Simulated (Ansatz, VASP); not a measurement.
Si in VASP and in Ansatz

The input POSCAR:

```
Si
1.0
    3.7171656722      0.0000000000      0.0000000000
   -1.8585828361      3.2191599022      0.0000000000
    0.0000000000      0.0000000000      6.4094741312
Si
4
Direct
    0.3333333333      0.6666666667      0.0033961010
    0.6666666667      0.3333333333      0.5033961010
    0.3333333333      0.6666666667      0.3716038990
    0.6666666667      0.3333333333      0.8716038990
```

INCAR.step1

```
PREC     = Accurate       # precision mode
ENCUT    = 520            # plane-wave cutoff, eV
EDIFF    = 1E-5           # SCF threshold, eV
ISMEAR   = 0              # smearing method
SIGMA    = 0.01           # smearing width, eV
LREAL    = False          # projectors in reciprocal space
LASPH    = True           # aspherical terms in the spheres
NELM     = 80             # most SCF steps
ALGO     = Normal         # electronic algorithm
ISIF     = 2              # what is computed and relaxed
LWAVE    = True           # write WAVECAR
GGA      = PE             # functional
NBANDS   = 16             # bands
```

The input INCAR.step2:

```
PREC     = Accurate       # precision mode
ENCUT    = 520            # plane-wave cutoff, eV
EDIFF    = 1E-6           # SCF threshold, eV
ISMEAR   = 0              # smearing method
SIGMA    = 0.01           # smearing width, eV
LREAL    = False          # projectors in reciprocal space
LASPH    = True           # aspherical terms in the spheres
NELM     = 80             # most SCF steps
ALGO     = Normal         # electronic algorithm
ISIF     = 2              # what is computed and relaxed
LWAVE    = False          # write WAVECAR
LCHARG   = True           # write CHGCAR
GGA      = PE             # functional
LHFCALC  = True           # exact exchange
HFSCREEN = 0.2079         # screening, 1/A
PRECFOCK = Normal       
LELF     = True           # ELF
LVHAR    = True         
ISTART   = 1            
NBANDS   = 16             # bands
```

KPOINTS

```
regular mesh
0
Gamma
  6 6 4
```

Input for Ansatz:

```yaml
crystal:
  lattice:
    - [3.7171656722, 0.0, 0.0]
    - [-1.8585828361, 3.2191599022, 0.0]
    - [0.0, 0.0, 6.4094741312]
  atoms:
    - { symbol: Si, position: [0.3333333333, 0.6666666667, 0.003396101] }
    - { symbol: Si, position: [0.6666666667, 0.3333333333, 0.503396101] }
    - { symbol: Si, position: [0.3333333333, 0.6666666667, 0.371603899] }
    - { symbol: Si, position: [0.6666666667, 0.3333333333, 0.871603899] }
kpoints:
  mp_grid: { grid: [6, 6, 4] }
  band_path:
    path:
      - [0.0, 0.0, 0.0]
      - [0.5, 0.0, 0.0]
      - [0.3333333333, 0.3333333333, 0.0]
      - [0.0, 0.0, 0.5]
      - [0.5, 0.0, 0.5]
      - [0.3333333333, 0.3333333333, 0.5]
    npoints: 1
hamiltonian:
  xc: hse06
scf:
  occupations: { method: fixed }
  n_extra_bands: 5
output:
  forces: true
  stress: true
  eigenvalues: true
```

Change from the starting cell: epitaxial_xy strain -3.0%.

Alike in both runs: task single point; functional HSE06; k mesh 6 × 6 × 4; no spin polarisation.

|  | VASP | Ansatz |
| --- | --- | --- |
| version | VASP 6.6.1 | Ansatz 0.2.0 |
| potentials or method | VASP PAW PBE potentials, release 64 (Si) | plane waves, PAW |
| plane-wave cutoff (eV) | 520 | 420 |
| occupations | gaussian, width 0.01 eV | fixed |
| valence electrons in the cell | 16 | 16 |

Ansatz gave:

- gap on the k mesh at the Fermi level (eV): 0.92
- pressure (GPa): 5.1
- traceless stress, the component that is largest in VASP (GPa): -5.48
- rms of the force components (eV/Å): 0.011

Which values does VASP return?

gap on the k mesh at the Fermi level (eV): 0.93; pressure (GPa): 4.7; traceless stress, the component that is largest in VASP (GPa): -5.53; rms of the force components (eV/Å): 0.016.

Atom by atom the forces differ by 0.005 eV/Å (rms over components). Ansatz's warnings: stress exchange threshold loose, stress scf threshold loose.
